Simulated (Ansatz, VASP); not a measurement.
**One calculation of AlN, two programs**

```
Al N
1.0
     0.00000    2.18399    2.18399
     2.18399    0.00000    2.18399
     2.18399    2.18399    0.00000
Al N
1 1
Direct
  0.09713 0.00000 0.00000
  0.75000 0.75000 0.75000
```

Change from the starting cell: all Al atoms moved -0.300 Å, as atom 1 towards its neighbour atom 1 (Al) at 3.089 Å.

Alike in both runs: task single point; functional PBEsol; k mesh 10 × 10 × 10; occupations gaussian, width 0.05 eV; no spin polarisation.

|  | VASP | Ansatz |
| --- | --- | --- |
| version | VASP 6.6.1 | Ansatz 0.2.0 |
| potentials or method | VASP PAW PBE potentials, release 64 (Al, N), cutoff 520 eV | scalar-relativistic, plane waves, PAW |
| valence electrons in the cell | 8 | 8 |

VASP gave:

* gap on the k mesh at the Fermi level (eV): 2.45
* least direct gap on the mesh (eV): 3.28
* pressure (GPa): 13.3
* traceless stress, the component that is largest in VASP (GPa): -19.45
* rms of the force components (eV/Å): 3.407

Problem. Estimate Ansatz's values.

Solution. gap on the k mesh at the Fermi level (eV): 2.46; least direct gap on the mesh (eV): 3.26; pressure (GPa): 13.0; traceless stress, the component that is largest in VASP (GPa): -19.03; rms of the force components (eV/Å): 3.359.

VASP's potentials were made for PBE, not for PBEsol. Atom by atom the forces differ by 0.048 eV/Å (rms over components).
